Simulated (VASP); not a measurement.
Write the native input for VASP 6.6.1 that does the following.

| Property | Result |
| --- | --- |
| Task | single point |
| Functional | PBE |
| Potentials or basis | VASP PAW PBE potentials, release 64 (Zn, O, H) |
| Cutoff | 520 eV |
| k mesh | 4 × 4 × 8 |
| Occupations | gaussian, width 0.05 eV |
| Spin | no spin polarisation |
| Dipole correction | no |
| Further INCAR settings | ALGO = Normal; EDIFF = 1e-06; NBANDS = 46 |

The structure of Zn4HO4 (a cell with a defect) lies in POSCAR:

```
Zn4HO4
1.0
    5.6098780345      0.0000000000      0.0000000000
    0.0000000000      5.6098780345      0.0000000000
    0.0000000000      0.0000000000      3.2790255992
Zn O H
4 4 1
Direct
    0.1816262562      0.1816262562      0.5000000000
    0.8183737438      0.8183737438      0.5000000000
    0.6816262562      0.3183737438      0.0000000000
    0.3183737438      0.6816262562      0.0000000000
    0.8184651117      0.1815348883      0.5000000000
    0.1815348883      0.8184651117      0.5000000000
    0.6815348883      0.6815348883      0.0000000000
    0.3184651117      0.3184651117      0.0000000000
    0.9999176225      0.4433737438      0.5000000000
```

These files were run (other wordings do the same):

INCAR

```
  ALGO = Normal
  EDIFF = 1E-6
  ENCUT = 520
  GGA = PE
  ISIF = 2
  ISMEAR = 0
  LASPH = True
  LCHARG = False
  LREAL = False
  LWAVE = False
  NBANDS = 46
  NELM = 60
  PREC = Accurate
  SIGMA = 0.05
```

KPOINTS

```
k-points
0
Gamma
  4 4 8
```

Potentials or basis: VASP PAW PBE potentials, release 64 (Zn, O, H).

Run with:

```sh
$ cat potpaw_PBE.64/Zn/POTCAR potpaw_PBE.64/O/POTCAR potpaw_PBE.64/H/POTCAR > POTCAR
$ mpirun -np 1 vasp_std > vasp.out
```

It gave:

```json
{
  "Pressure": "3.8 GPa",
  "Largest force": "0.787 eV/Å",
  "Band gap on the k mesh": "zero (an odd number of electrons rules out a gap without spin polarisation)"
}
```

Caveat: an odd number of electrons without spin polarisation forces a metal; a magnetic or distorted state may lie lower.

Wall time 6.6 min on 1 thread of AMD EPYC 7R13, on a shared host, peak memory 0.29 GiB.
